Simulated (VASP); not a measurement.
Write the native input for VASP 6.6.1 that does the following.

* Task: single point
* Functional: BLYP
* Potentials or basis: VASP PAW PBE potentials, release 64 (W_sv)
* Cutoff: 520 eV
* k mesh: 13 × 13 × 13
* Occupations: fermi-dirac, width 0.1 eV
* Spin: no spin polarisation
* Dipole correction: no
* Further INCAR settings: ALGO = Normal; EDIFF = 1e-06; NBANDS = 13

The structure of W lies in POSCAR:

```
W
1.0
    2.5994109322      0.0000000000      0.0000000000
    0.0000000000      2.5994109322      0.0000000000
    0.0000000000      0.0000000000      2.5994109322
W
1
Direct
    0.0000000000      0.0000000000      0.0000000000
```

This cell differs from its parent crystal: volume scaled by 0.92.

These files were run (other wordings do the same):

INCAR

```
SYSTEM = W
PREC = Accurate ; ENCUT = 520
EDIFF = 1E-6 ; ISMEAR = -1
SIGMA = 0.1 ; LREAL = .False.
LASPH = .True. ; NELM = 80
ALGO = Normal ; ISIF = 2
LWAVE = .False. ; LCHARG = .True.
GGA = B5 ; ALDAX = 1.0
AGGAX = 1.0 ; AGGAC = 1.0
ALDAC = 0.0 ; LELF = .True.
LVHAR = .True. ; NBANDS = 13
```

KPOINTS

```
Automatic mesh
0
Gamma
  13 13 13
  0 0 0
```

Potentials or basis: VASP PAW PBE potentials, release 64 (W_sv).

Command:

```console
$ cat potpaw_PBE.64/W_sv/POTCAR > POTCAR
$ mpirun -np 1 vasp_std > vasp.out
```

Results of the run:

```yaml
Pressure: 20.2 GPa
Band_gap_on_the_k_mesh: zero (band 7 reaches 12.34 eV, above the bottom of band 8 at 9.67 eV)
```

Caveat: the PAW data sets were made with another functional, which shifts forces and pressure a little; spin-orbit coupling is left out, which moves the levels of the heavy elements.

Wall time 8 s on 1 thread of Intel Xeon 6975P-C (shared host), peak memory 0.14 GiB.
